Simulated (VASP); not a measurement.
A run of VASP 6.6.1:

POSCAR

```
WSe2
1.0
    3.4683387497      0.0000000000      0.0000000000
   -1.7341693749      3.0036694662      0.0000000000
    0.0000000000      0.0000000000      7.5571365194
W Se
1 2
Direct
    0.0000000000      0.0000000000      0.0000000000
    0.3333333333      0.6666666667      0.2132665273
    0.3333333333      0.6666666667      0.7867334727
```

INCAR.step1

```
  ALGO = Normal
  EDIFF = 1E-4
  ENCUT = 520
  GGA = PE
  ISMEAR = 0
  LASPH = True
  LCHARG = False
  LREAL = False
  LWAVE = True
  NBANDS = 20
  NELM = 100
  PREC = Accurate
  SIGMA = 0.01
```

The input INCAR.step2:

```
  ALGO = Normal
  EDIFF = 1E-6
  ENCUT = 520
  ISIF = 2
  ISMEAR = 0
  ISTART = 1
  LASPH = True
  LCHARG = True
  LELF = True
  LMIXTAU = True
  LREAL = False
  LVHAR = True
  LWAVE = False
  METAGGA = R2SCAN
  NBANDS = 20
  NELM = 100
  PREC = Accurate
  SIGMA = 0.01
```

The input KPOINTS:

```
k-points
0
Gamma
  12 12 4
```

Potentials or basis: VASP PAW PBE potentials, release 64 (W_sv, Se).

Run with:

```sh
$ cat potpaw_PBE.64/W_sv/POTCAR potpaw_PBE.64/Se/POTCAR > POTCAR
$ cp INCAR.step1 INCAR
$ mpirun -np 1 vasp_std > vasp.out
$ cp INCAR.step2 INCAR
$ mpirun -np 1 vasp_std > vasp.out
```

Hardware: 1 thread of Intel(R) Xeon(R) 6975P-C (Granite Rapids), with other jobs on the host.

Problem. How long does it take, and how much memory?

Solution. Run time: 3.2 min on 1 thread of Intel(R) Xeon(R) 6975P-C (Granite Rapids), on a shared host, peak memory 0.26 GiB. Counts: k points 57.
